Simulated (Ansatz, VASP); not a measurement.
**Two plane-wave programs on MgO**

```
Mg O
1.0
     0.00000    2.08044    2.08044
     2.08044    0.00000    2.08044
     2.08044    2.08044    0.00000
Mg O
1 1
Direct
  0.00000 0.00000 0.00000
  0.50000 0.50000 0.50000
```

Alike in both runs: functional LDA; k mesh 8 × 8 × 8; occupations gaussian, width 0.02 eV; no spin polarisation.

Ansatz relaxed the structure, and its values are those at the end. VASP's run is a single point on that final structure, the one shown.

|  | VASP | Ansatz |
| --- | --- | --- |
| version | VASP 6.6.1 | Ansatz 0.2.0 |
| potentials or method | VASP PAW LDA potentials, release 64 (Mg_sv, O), cutoff 750 eV | scalar-relativistic, plane waves, PAW |
| valence electrons in the cell | 16 | 16 |

VASP gave:

- gap on the k mesh at the Fermi level (eV): 5.04
- least direct gap on the mesh (eV): 5.04
- pressure (GPa): -0.2

**Question.** Which values does Ansatz return?

**Answer.** gap on the k mesh at the Fermi level (eV): 5.03; least direct gap on the mesh (eV): 5.03; pressure (GPa): 0.0.

Ansatz warns that its potentials were made for another functional, while VASP's fit it. LDA's correlation is that of Perdew and Zunger in VASP and of Perdew and Wang (1992) in Ansatz.
